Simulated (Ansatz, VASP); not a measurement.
# ScPdC4 in VASP and in Ansatz

```
Sc Pd C
1.0
     0.00000    3.16937    3.16937
     3.16937    0.00000    3.16937
     3.16937    3.16937    0.00000
Sc Pd C
1 1 4
Direct
  0.00000 0.00000 0.00000
  0.75000 0.75000 0.75000
  0.33829 0.98513 0.33829
  0.33829 0.33829 0.98513
  0.33829 0.33829 0.33829
  0.98513 0.33829 0.33829
```

Alike in both runs: functional PBE; k mesh 10 × 10 × 10; occupations gaussian, width 0.1 eV; no spin polarisation.

Ansatz relaxed the structure, and its values are those at the end. VASP's run is a single point on that final structure, the one shown.

|  | VASP | Ansatz |
| --- | --- | --- |
| version | VASP 6.6.1 | Ansatz 0.2.0 |
| potentials or method | VASP PAW PBE potentials, release 64 (Sc_sv, Pd_sv_GW, C), cutoff 700 eV | scalar-relativistic, plane waves, PAW |
| valence electrons in the cell | 45 | 45 |

|  | VASP | Ansatz | Ansatz less VASP |
| --- | --- | --- | --- |
| gap on the k mesh at the Fermi level (eV) | none | none | - |
| pressure (GPa) | 0.3 | 0.0 | -0.33 |
| rms of the force components (eV/Å) | 0.042 | 0.000 | -0.0416 |

A gap of «none» marks a metal or a gap that the smearing closes. The functional is the same, so the differences come from potentials, cutoffs and numerics.
